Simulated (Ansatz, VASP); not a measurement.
## Two plane-wave programs on Hf

The input INCAR:

```
ALGO = Normal
EDIFF = 1E-6
ENCUT = 520
GGA = PE
ISIF = 2
ISMEAR = -1
LASPH = True
LCHARG = False
LREAL = False
LWAVE = False
NBANDS = 17
NELM = 80
PREC = Accurate
SIGMA = 0.1
```

The input KPOINTS:

```
k-points
0
Gamma
  3 3 2
```

POSCAR

```
Hf
1.0
    3.2045059552      0.0000000000      0.0000000000
   -1.6022529776      2.7751835638      0.0000000000
    0.0000000000      0.0000000000      5.0738215932
Hf
2
Direct
    0.3333333333      0.6666666667      0.2500000000
    0.6666666667      0.3333333333      0.7500000000
```

Input for Ansatz:

```yaml
crystal:
  lattice:
    - [3.2045059552, 0.0, 0.0]
    - [-1.6022529776, 2.7751835638, 0.0]
    - [0.0, 0.0, 5.0738215932]
  atoms:
    - { symbol: Hf, position: [0.3333333333, 0.6666666667, 0.25] }
    - { symbol: Hf, position: [0.6666666667, 0.3333333333, 0.75] }
hamiltonian:
  xc: pbe
  pseudopotentials:
    kind: paw
    azcp:
      Hf: "pseudopotentials/Hf.paw.azcp"
basis:
  ecutwfc: 420
  fft_grid_basis: typed
kpoints:
  mp_grid: { grid: [3, 3, 2], shift: [0, 0, 0] }
magnetization:
  spin_polarized: false
scf:
  occupations: { method: fermi_dirac, width: 0.1 }
  lower_state_search: "off"
output:
  stress: true
  write_density: true
  write_potential: true
  elf: true
  volumetric_format: npy
```

Alike in both runs: task single point; functional PBE; k mesh 3 × 3 × 2; occupations fermi-dirac, width 0.1 eV; no spin polarisation.

|  | VASP | Ansatz |
| --- | --- | --- |
| version | VASP 6.6.1 | Ansatz 0.2.0 |
| potentials or method | VASP PAW PBE potentials, release 64 (Hf_pv), cutoff 520 eV | plane waves (420 eV) with PAW, scalar-relativistic |
| valence electrons in the cell | 20 | 52 |

```tsv
	VASP	Ansatz	Ansatz less VASP
pressure (GPa)	-1.1	-0.6	+0.42
traceless stress, the component that is largest in VASP (GPa)	-0.83	-0.77	+0.056
```

VASP's potentials hold 20 valence electrons a cell and Ansatz's 52, so a difference there can come from the potentials and not from the codes.

The k mesh is coarse, so the values compare programs but aren't converged. Spin-orbit coupling is off throughout.
